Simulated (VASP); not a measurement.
# NaH (Fm-3m) in VASP: a series of runs

The runs below take NaH through single point, with PBE.

All numbers are computed with VASP 6.6.1; they aren't measurements. Logs are shortened: lines on timing, memory, paths and dates and some standing lists are left out, and cuts for length are marked.

## 1. The cell of the first run

Symmetry: Fm-3m, No. 225, cubic system. The conventional cell has a = 4.887 Å, b = 4.887 Å, c = 4.887 Å, α = 90.00°, β = 90.00°, γ = 90.00°. Na (site symmetry m-3m) has 6 H at 2.44 Å within 3.2 Å. Within 3.2 Å of H (site symmetry m-3m) lie 6 Na at 2.44 Å.

## 2. Single point, PBE

Input file INCAR:

```
PREC = Accurate
ENCUT = 520
EDIFF = 1E-6
ISMEAR = 0
SIGMA = 0.05
LREAL = False
LASPH = True
NELM = 80
ALGO = Normal
ISIF = 2
LWAVE = False
LCHARG = False
GGA = PE
NBANDS = 11
```

Input file KPOINTS:

```
regular mesh
0
Gamma
  12 12 12
```

Input file POSCAR:

```
NaH
1.0
    0.0000000000      2.4434395487      2.4434395487
    2.4434395487      0.0000000000      2.4434395487
    2.4434395487      2.4434395487      0.0000000000
Na H
1 1
Direct
    0.0000000000      0.0000000000      0.0000000000
    0.5000000000      0.5000000000      0.5000000000
```

Potentials or basis: VASP PAW PBE potentials, release 64 (Na_pv, H).

Run with:

```sh
$ cat potpaw_PBE.64/Na_pv/POTCAR potpaw_PBE.64/H/POTCAR > POTCAR
$ mpirun -np 1 vasp_std > vasp.out
```

OUTCAR:

```text
PREC = Accurate
   ENCUT = 520
   EDIFF = 1E-6
   ISMEAR = 0
   LREAL = False
   LASPH = True
   NELM = 80
   ISIF = 2
   GGA = PE

 ion  position               nearest neighbor table
   1  0.000  0.000  0.000-
   2  0.500  0.500  0.500-

  LATTYP: Found a face centered cubic cell.
 ALAT       =     4.8868790974

  Lattice vectors:

 A1 = (   0.0000000000,   2.4434395487,   2.4434395487)
 A2 = (   2.4434395487,   0.0000000000,   2.4434395487)
 A3 = (   2.4434395487,   2.4434395487,   0.0000000000)

Analysis of symmetry for initial positions (statically):
=====================================================================
 Subroutine PRICEL returns:
 Original cell was already a primitive cell.

 Routine SETGRP: Setting up the symmetry group for a
 face centered cubic supercell.

 Subroutine GETGRP returns: Found 48 space group operations
 (whereof 48 operations were pure point group operations)
 out of a pool of 48 trial point group operations.

The static configuration has the point symmetry O_h .

Analysis of symmetry for dynamics (positions and initial velocities):
=====================================================================
 Subroutine PRICEL returns:
 Original cell was already a primitive cell.

 Routine SETGRP: Setting up the symmetry group for a
 face centered cubic supercell.

 Subroutine GETGRP returns: Found 48 space group operations
 (whereof 48 operations were pure point group operations)
 out of a pool of 48 trial point group operations.

The dynamic configuration has the point symmetry O_h .

 Subroutine INISYM returns: Found 48 space group operations
 (whereof 48 operations are pure point group operations),
 and found     1 'primitive' translations

----------------------------------------------------------------------------------------

                                     Primitive cell

  volume of cell :      29.1766

  direct lattice vectors                    reciprocal lattice vectors
     0.000000000  2.443439549  2.443439549    -0.204629576  0.204629576  0.204629576
     2.443439549  0.000000000  2.443439549     0.204629576 -0.204629576  0.204629576
     2.443439549  2.443439549  0.000000000     0.204629576  0.204629576 -0.204629576

  length of vectors
     3.455545349  3.455545349  3.455545349     0.354428823  0.354428823  0.354428823

  position of ions in fractional coordinates (direct lattice)
     0.000000000  0.000000000  0.000000000
     0.500000000  0.500000000  0.500000000

[... 79 lines left out ...]
   NSW    =      0    number of steps for IOM
   IBRION =     -1    ionic relax: 0-MD 1-quasi-New 2-CG
   NFREE  =      0    steps in history (QN), initial steepest desc. (CG)
   ISIF   =      2    stress and relaxation
   ISYM   =      2    0-nonsym 1-usesym 2-fastsym
   POTIM  = 0.5000    time-step for ionic-motion
   TEBEG  =    0.0;   TEEND  =   0.0 temperature during run
   PSTRESS=    0.0 pullay stress
   NELECT =       8.0000    total number of electrons
   NUPDOWN=      -1.0000    fix difference up-down
   EMIN   =  10.00;   EMAX   =-10.00  energy-range for DOS
   EFERMI =   0.00;   METHOD = LEGACY
   ISMEAR =     0;   SIGMA  =   0.05  broadening in eV -4-tet -1-fermi 0-gaus
   EFERMI_NEDOS =   21; number of points for ismear=-14 and -15
   IALGO  =     38    algorithm
   IMIX   =      4    mixing-type and parameters
     AMIX     =   0.40;   BMIX     =  1.00
     AMIX_MAG =   1.60;   BMIX_MAG =  1.00
  volume/ion in A,a.u.               =      14.59        98.45
  Fermi-wavevector in a.u.,A,eV,Ry     =   1.063555  2.009827 15.390216  1.131149
  Thomas-Fermi vector in A             =   2.199044
   LORBIT       =      0    0 simple, 1 ext, 2 COOP (PROOUT), +10 PAW based schemes
   GGA     = PE    functional components
   LHFCALC =     F    Hartree Fock is set to
   AEXX    =    0.0000 exact exchange contribution
   IVDW    =     0    specifies the selected vdW correction
   LEPSILON=     F    determine dielectric tensor
   LRPA    =     F    only Hartree local field effects (RPA)
 non-spin polarized calculation
 Gauss-broadening in eV      SIGMA  =   0.05
  energy-cutoff  :      520.00
  volume of cell :       29.18
 maximum number of plane-waves:       817
 NGX is ok and might be reduce to    28

 number of electron       8.0000009 magnetization

 Free energy of the ion-electron system (eV)
  ---------------------------------------------------
  ext. energy  EPLUGINS =         0.00000000
  ---------------------------------------------------
  free energy    TOTEN  =        -5.08552660 eV

  energy without entropy =       -5.08552660  energy(sigma->0) =       -5.08552660

 E-fermi :  -0.9872     XC(G=0):  -7.6583

 val. band max:       -1.2179401803   @ k =  -0.2500   0.5000   0.2500
 cond. band min:       2.4868859720   @ k =   0.5000   0.0000   0.0000
 fundamental gap:      3.7048261523
 Fermi energy:        -0.9872227555

 k-point     1 :       0.0000    0.0000    0.0000
  band No.  band energies     occupation
      1     -23.3803      2.00000
      2     -23.3803      2.00000
      3     -23.3803      2.00000
      4      -4.7417      2.00000
      5       8.9093      0.00000
      6      14.1364      0.00000
      7      14.1364      0.00000
      8      14.1364      0.00000
      9      14.9139      0.00000
     10      14.9139      0.00000
     11      14.9139      0.00000
[... 309 lines left out ...]
 k-point    24 :      -0.4167    0.1667    0.0000
  band No.  band energies     occupation
      1     -23.4550      2.00000
      2     -23.4048      2.00000
      3     -23.3934      2.00000
      4      -1.8647      2.00000
      5       3.0074      0.00000
      6       7.1217      0.00000
      7      11.1304      0.00000
      8      11.9324      0.00000
      9      15.4056      0.00000
     10      16.4609      0.00000
     11      20.0034      0.00000

 [... further k-points ...]
[... 5 lines left out ...]
  --------------------------------------------------------------------------------------
  -------------------------------------------------------------------------------------
  Total       -0.1408889     -0.1408889     -0.1408889      0.0000000      0.0000000      0.0000000
  in kB       -7.7366409     -7.7366409     -7.7366409      0.0000000      0.0000000      0.0000000
  external PRESSURE =      -7.7366409 kB  Pullay stress =       0.0000000 kB

 VOLUME and BASIS-vectors are now :
 -----------------------------------------------------------------------------
  energy-cutoff  :      520.00
  volume of cell :       29.18
      direct lattice vectors                 reciprocal lattice vectors
     0.000000000  2.443439549  2.443439549    -0.204629576  0.204629576  0.204629576
     2.443439549  0.000000000  2.443439549     0.204629576 -0.204629576  0.204629576
     2.443439549  2.443439549  0.000000000     0.204629576  0.204629576 -0.204629576

 POSITION                                       TOTAL-FORCE (eV/Angst)
 -----------------------------------------------------------------------------------
      0.00000      0.00000      0.00000         0.000000     -0.000000     -0.000000
      2.44344      2.44344      2.44344         0.000000      0.000000      0.000000
 -----------------------------------------------------------------------------------
    total drift:                               -0.000000      0.000000      0.000000

  FREE ENERGIE OF THE ION-ELECTRON SYSTEM (eV)
  ---------------------------------------------------
  free  energy   TOTEN  =        -5.0855266029 eV

  energy  without entropy=       -5.0855266029  energy(sigma->0) =       -5.08552660
```

OSZICAR:

```text
N       E                     dE             d eps       ncg     rms          rms(c)
DAV:   1     0.350340894794E+02    0.35034E+02   -0.46559E+03  1596   0.751E+02
DAV:   2    -0.427729075748E+01   -0.39311E+02   -0.38776E+02  1644   0.187E+02
DAV:   3    -0.550254470939E+01   -0.12253E+01   -0.12239E+01  1973   0.320E+01
DAV:   4    -0.551041144791E+01   -0.78667E-02   -0.78661E-02  1846   0.262E+00
DAV:   5    -0.551049079472E+01   -0.79347E-04   -0.79346E-04  1826   0.268E-01    0.316E+00
DAV:   6    -0.517084031623E+01    0.33965E+00   -0.34023E-01  1841   0.271E+00    0.145E+00
DAV:   7    -0.508063230280E+01    0.90208E-01   -0.32840E-01  1791   0.209E+00    0.356E-01
DAV:   8    -0.508562689621E+01   -0.49946E-02   -0.10443E-02  1706   0.939E-01    0.695E-02
DAV:   9    -0.508553661880E+01    0.90277E-04   -0.12216E-03  1905   0.358E-01    0.227E-02
DAV:  10    -0.508552335370E+01    0.13265E-04   -0.65240E-05  1771   0.503E-02    0.451E-03
DAV:  11    -0.508552686214E+01   -0.35084E-05   -0.65347E-06  1794   0.113E-02    0.315E-03
DAV:  12    -0.508552660295E+01    0.25920E-06   -0.22438E-07  1149   0.326E-03
   1 F= -.50855266E+01 E0= -.50855266E+01  d E =-.554671E-13
```

Run time: 23 s. Hardware: 1 thread of AMD EPYC 7R13 (Zen 3), shared host; peak memory 0.13 GiB.

What came out:

```
Free energy            : -5.0855 eV
Pressure               : -0.8 GPa
Band gap on the k mesh : 3.70 eV, indirect (least direct gap 4.54 eV)
```

## 3. Single point, PBE (volume scaled by 1.020)

Input file INCAR:

```
PREC     = Accurate       # precision mode
ENCUT    = 520            # plane-wave cutoff, eV
EDIFF    = 1E-6           # SCF threshold, eV
ISMEAR   = 0              # smearing method
SIGMA    = 0.05           # smearing width, eV
LREAL    = False          # projectors in reciprocal space
LASPH    = True           # aspherical terms in the spheres
NELM     = 100            # most SCF steps
ALGO     = Normal         # electronic algorithm
ISIF     = 2              # what is computed and relaxed
LWAVE    = False          # write WAVECAR
LCHARG   = False          # write CHGCAR
GGA      = PE             # functional
NBANDS   = 11             # bands
```

Input file KPOINTS:

```
Automatic mesh
0
Gamma
  12 12 12
```

Input file POSCAR:

```
NaH
1.0
    0.0000000000      2.4323684529      2.4323684529
    2.4323684529      0.0000000000      2.4323684529
    2.4323684529      2.4323684529      0.0000000000
Na H
1 1
Direct
    0.0000000000      0.0000000000      0.0000000000
    0.5000000000      0.5000000000      0.5000000000
```

Potentials or basis: VASP PAW PBE potentials, release 64 (Na_pv, H).

Run with:

```sh
$ cat potpaw_PBE.64/Na_pv/POTCAR potpaw_PBE.64/H/POTCAR > POTCAR
$ mpirun -np 1 vasp_std > vasp.out
```

OUTCAR:

```text
PREC = Accurate
   ENCUT = 520
   EDIFF = 1E-6
   ISMEAR = 0
   LREAL = False
   LASPH = True
   NELM = 100
   ISIF = 2
   GGA = PE

 ion  position               nearest neighbor table
   1  0.000  0.000  0.000-
   2  0.500  0.500  0.500-

  LATTYP: Found a face centered cubic cell.
 ALAT       =     4.8647369058

  Lattice vectors:

 A1 = (   0.0000000000,   2.4323684529,   2.4323684529)
 A2 = (   2.4323684529,   0.0000000000,   2.4323684529)
 A3 = (   2.4323684529,   2.4323684529,   0.0000000000)

[... 509 lines left out ...]
      4      -1.8287      2.00000
      5       3.0764      0.00000
      6       7.2230      0.00000
      7      11.2595      0.00000
      8      12.0944      0.00000
      9      15.5824      0.00000
     10      16.6483      0.00000
     11      20.2260      0.00000

 [... further k-points ...]
[... 5 lines left out ...]
  --------------------------------------------------------------------------------------
  -------------------------------------------------------------------------------------
  Total       -0.0870131     -0.0870131     -0.0870131      0.0000000      0.0000000     -0.0000000
  in kB       -4.8437012     -4.8437012     -4.8437012      0.0000000      0.0000000     -0.0000000
  external PRESSURE =      -4.8437012 kB  Pullay stress =       0.0000000 kB

 VOLUME and BASIS-vectors are now :
 -----------------------------------------------------------------------------
  energy-cutoff  :      520.00
  volume of cell :       28.78
      direct lattice vectors                 reciprocal lattice vectors
     0.000000000  2.432368453  2.432368453    -0.205560962  0.205560962  0.205560962
     2.432368453  0.000000000  2.432368453     0.205560962 -0.205560962  0.205560962
     2.432368453  2.432368453  0.000000000     0.205560962  0.205560962 -0.205560962

 POSITION                                       TOTAL-FORCE (eV/Angst)
 -----------------------------------------------------------------------------------
      0.00000      0.00000      0.00000        -0.000000      0.000000      0.000000
      2.43237      2.43237      2.43237         0.000000     -0.000000     -0.000000
 -----------------------------------------------------------------------------------
    total drift:                               -0.000000      0.000000      0.000000

  FREE ENERGIE OF THE ION-ELECTRON SYSTEM (eV)
  ---------------------------------------------------
  free  energy   TOTEN  =        -5.0869260419 eV

  energy  without entropy=       -5.0869260419  energy(sigma->0) =       -5.08692604
```

stdout:

```text
POSCAR found type information on POSCAR NaH
 POSCAR found :  2 types and       2 ions
 scaLAPACK will be used
 LDA part: xc-table for (Slater+PW92), standard interpolation
 POSCAR, INCAR and KPOINTS ok, starting setup
 FFT: planning ... GRIDC
 FFT: planning ... GRID_SOFT
 FFT: planning ... GRID
 WAVECAR not read
 entering main loop
```

Wall time 23 s (1 thread of AMD EPYC 7R13 (Zen 3), shared host); peak memory 0.13 GiB.

Results:

* Free energy: -5.0869 eV
* Pressure: -0.5 GPa
* Band gap on the k mesh: 3.73 eV, indirect (least direct gap 4.57 eV)

Levels at points of the mesh, in eV from the valence-band top:
| k point | band 1 | band 2 | band 3 | band 4 | band 5 | band 6 | band 7 | band 8 | band 9 |
| --- | --- | --- | --- | --- | --- | --- | --- | --- | --- |
| (0.00, 0.00, 0.00) | -22.14 | -22.14 | -22.14 | -3.56 | 10.24 | 15.45 | 15.45 | 15.45 | 16.26 |
| (0.50, 0.00, 0.00) | -22.22 | -22.15 | -22.15 | -0.85 | 3.73 | 10.65 | 13.26 | 13.26 | 16.16 |
| (0.50, 0.50, 0.00) | -22.22 | -22.17 | -22.17 | -0.17 | 4.60 | 9.96 | 10.55 | 10.55 | 11.56 |

Caveat: the cell differs from its parent crystal (volume scaled by 1.020). A k mesh can miss the band edges.

## 4. Single point, PBE

This run uses another cell than the first one, of 14.67 Å³/atom, 1.006 times its volume.

Input file INCAR:

```
SYSTEM = NaH
ALGO = Normal
EDIFF = 1E-6
ENCUT = 520
GGA = PE
ISIF = 2
ISMEAR = 0
LASPH = .True.
LCHARG = .False.
LREAL = .False.
LWAVE = .False.
NBANDS = 11
NELM = 60
PREC = Accurate
SIGMA = 0.05
```

Input file KPOINTS:

```
k-points
0
Gamma
  12 12 12
  0 0 0
```

Input file POSCAR:

```
NaH
1.0
    0.0000000000      2.4481063718      2.4481063718
    2.4481063718      0.0000000000      2.4481063718
    2.4481063718      2.4481063718      0.0000000000
Na H
1 1
Direct
    0.0000000000      0.0000000000      0.0000000000
    0.5000000000      0.5000000000      0.5000000000
```

Run with:

```sh
$ cat potpaw_PBE.64/Na_pv/POTCAR potpaw_PBE.64/H/POTCAR > POTCAR
$ mpirun -np 1 vasp_std > vasp.out
```

It took 23 s on 1 thread of AMD EPYC 7R13 (Zen 3), shared host; peak memory 0.13 GiB.

The run converged. Its results:

| Item | Value |
| --- | --- |
| Free energy | -5.0847 eV |
| Pressure | -0.9 GPa |
| Band gap on the k mesh | 3.70 eV, indirect (least direct gap 4.53 eV) |

Levels at points of the mesh, in eV from the valence-band top:
| k point | band 2 | band 3 | band 4 | band 5 | band 6 | band 7 |
| --- | --- | --- | --- | --- | --- | --- |
| (0.00, 0.00, 0.00) | -22.17 | -22.17 | -3.51 | 10.08 | 15.31 | 15.31 |
| (0.50, 0.00, 0.00) | -22.18 | -22.18 | -0.84 | 3.70 | 10.51 | 13.14 |
| (0.50, 0.50, 0.00) | -22.20 | -22.20 | -0.17 | 4.56 | 9.89 | 10.43 |

A k mesh can miss the band edges.

## 5. Single point, PBE

Input file INCAR:

```
  PREC = Accurate
  ENCUT = 520
  EDIFF = 1E-6
  ISMEAR = 0
  SIGMA = 0.05
  LREAL = False
  LASPH = True
  NELM = 60
  ALGO = Normal
  ISIF = 2
  LWAVE = False
  LCHARG = False
  GGA = PE
  NBANDS = 11
```

Input file KPOINTS:

```
Automatic mesh
0
Gamma
  12 12 12
```

Input file POSCAR:

```
NaH
1.0
    0.0000000000      2.4481634959      2.4481634959
    2.4481634959      0.0000000000      2.4481634959
    2.4481634959      2.4481634959      0.0000000000
Na H
1 1
Direct
    0.0000000000      0.0000000000      0.0000000000
    0.5000000000      0.5000000000      0.5000000000
```

Run with:

```sh
$ cat potpaw_PBE.64/Na_pv/POTCAR potpaw_PBE.64/H/POTCAR > POTCAR
$ mpirun -np 1 vasp_std > vasp.out
```

Run time: 24 s. Hardware: 1 thread of AMD EPYC 7R13 (Zen 3), shared host; peak memory 0.13 GiB.

Results (log left out):

| Property | Result |
| --- | --- |
| Free energy | -5.0847 eV |
| Pressure | -0.9 GPa |
| Band gap on the k mesh | 3.70 eV, indirect (least direct gap 4.53 eV) |

Levels at points of the mesh, in eV from the valence-band top:
```csv
k point,band 1,band 2,band 3,band 4,band 5,band 6,band 7,band 8,band 9
"(0.00, 0.00, 0.00)",-22.17,-22.17,-22.17,-3.51,10.08,15.31,15.31,15.31,16.08
"(0.50, 0.00, 0.00)",-22.25,-22.18,-22.18,-0.84,3.70,10.51,13.14,13.14,15.95
"(0.50, 0.50, 0.00)",-22.25,-22.20,-22.20,-0.17,4.56,9.89,10.43,10.43,11.37
```

A k mesh can miss the band edges.

## 6. The runs side by side

| cell | gap on the mesh (eV) | pressure (GPa) |
| --- | --- | --- |
| a = 3.456 Å, angles 60.0°, 2 atoms | 3.70 | -0.8 |
| a = 3.440 Å, angles 60.0°, 2 atoms | 3.73 | -0.5 |
| a = 3.462 Å, angles 60.0°, 2 atoms | 3.70 | -0.9 |

Alike in all rows: task single point; level PBE; potentials or basis VASP PAW PBE potentials, release 64 (Na_pv, H); no spin polarisation; k mesh 12 × 12 × 12; cutoff (eV) 520; smearing gaussian 0.05 eV.

Absolute energies hang on the potentials; compare differences alone.
